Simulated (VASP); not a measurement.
Here is a VASP 6.6.1 calculation.

INCAR

```
PREC     = Accurate       # precision mode
ENCUT    = 600            # plane-wave cutoff, eV
EDIFF    = 1E-7           # SCF threshold, eV
ISMEAR   = 1              # smearing method
SIGMA    = 0.1            # smearing width, eV
LREAL    = False          # projectors in reciprocal space
LASPH    = True           # aspherical terms in the spheres
NELM     = 80             # most SCF steps
ALGO     = Normal         # electronic algorithm
ISIF     = 3              # what is computed and relaxed
LWAVE    = False          # write WAVECAR
LCHARG   = False          # write CHGCAR
GGA      = PE             # functional
IVDW     = 13             # dispersion correction
IBRION   = 2              # ionic algorithm
NSW      = 100            # ionic steps
EDIFFG   = -0.01          # ionic threshold
```

The input KPOINTS:

```
regular mesh
0
Gamma
  12 12 12
```

POSCAR

```
ZrC
1.0
    0.0000000000      2.3650000000      2.3650000000
    2.3650000000      0.0000000000      2.3650000000
    2.3650000000      2.3650000000      0.0000000000
Zr C
1 1
Direct
    0.5000000000      0.5000000000      0.5000000000
    0.0000000000      0.0000000000      0.0000000000
```

Potentials or basis: VASP PAW PBE potentials, release 64 (Zr_sv, C).

The run is started by

```bash
$ cat potpaw_PBE.64/Zr_sv/POTCAR potpaw_PBE.64/C/POTCAR > POTCAR
$ mpirun -np 1 vasp_std > vasp.out
```

What does it give for the relaxed volume?

12.87 Å³/atom.

Predict the dispersion energy per atom.

-0.251 eV.

What does it give for the space group after relaxing (to 0.1 Å)?

Fm-3m (No. 225).

Estimate the relaxed cell.

a = 3.314 Å, b = 3.314 Å, c = 3.314 Å, α = 60.00°, β = 60.00°, γ = 60.00°.

Step by step:
```csv
step,energy change (eV),largest force (eV/Å),pressure (GPa),volume (Å³)
1,0.0000,0.0000,-5.93,26.46
2,0.0232,0.0000,11.00,24.63
3,-0.0136,0.0000,-0.07,25.75
```
